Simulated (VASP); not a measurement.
Wanted: the native input for a VASP 6.6.1 run.

```yaml
Task: relaxation of cell and atoms
Functional: PBE
Potentials_or_basis: VASP PAW PBE potentials, release 64 (Ni)
Cutoff: 600 eV
k_mesh: 4 × 4 × 4
Occupations: gaussian, width 0.1 eV
Spin: collinear spin, ferromagnetic start
Starting_moments: "[0.72, 0.72, 0.72, 0.72, 0.72, 0.72, 0.72, 0.72] μB"
Dipole_correction: no
Further_INCAR_settings: ALGO = Normal; EDIFF = 1e-07; IBRION = 2; EDIFFG = -0.04; NSW = 90; ISIF = 3
```

The structure of Ni lies in POSCAR:

```
Ni
1.0
   -2.8611476596      2.8611476596      2.8611476596
    2.8611476596     -2.8611476596      2.8611476596
    2.8611476596      2.8611476596     -2.8611476596
Ni
8
Direct
    0.2060000000      0.2060000000      0.2060000000
    0.5000000000      0.0000000000      0.2940000000
    0.2940000000      0.5000000000      0.0000000000
    0.0000000000      0.2940000000      0.5000000000
    0.7940000000      0.7940000000      0.7940000000
    0.5000000000      0.0000000000      0.7060000000
    0.7060000000      0.5000000000      0.0000000000
    0.0000000000      0.7060000000      0.5000000000
```

One way to write it, as run:

INCAR

```
PREC = Accurate
ENCUT = 600
EDIFF = 1E-7
ISMEAR = 0
SIGMA = 0.1
LREAL = F
LASPH = T
NELM = 150
ALGO = Normal
ISIF = 3
LWAVE = F
LCHARG = F
ISPIN = 2
MAGMOM = 0.72 0.72 0.72 0.72 0.72 0.72 0.72 0.72
LORBIT = 11
LMAXMIX = 4
GGA = PE
IBRION = 2
NSW = 90
EDIFFG = -0.04
```

KPOINTS

```
Automatic mesh
0
Gamma
  4 4 4
```

Potentials or basis: VASP PAW PBE potentials, release 64 (Ni).

Launch:

```bash
$ cat potpaw_PBE.64/Ni/POTCAR > POTCAR
$ mpirun -np 1 vasp_std > vasp.out
```

Results of the run:

```json
{"Relaxed volume": "14.08 Å³/atom", "Relaxed cell": "a = 5.270 Å, b = 5.270 Å, c = 5.270 Å, α = 109.47°, β = 109.47°, γ = 109.47°", "Space group after relaxing (to 0.05 Å)": "Ia-3 (No. 206)", "Energy gained by relaxing": "362.2 meV/atom", "Ionic steps": "10", "Pressure after relaxing": "-0.4 GPa", "Largest force after relaxing": "0.036 eV/Å", "Net moment": "-6.51 μB per cell", "Site moments": "Ni -0.82 μB", "Valence electrons inside the program's atomic spheres": "Ni 9.22"}
```

Caveat: the k points lie up to 0.37 Å⁻¹ apart in the final cell; the volume moved by over 15 % at a fixed basis, so the end points are rough.

It took 11 min on 1 thread of AMD EPYC 9R45 96-Core Processor (Zen 5), on a shared host, peak memory 0.28 GiB.
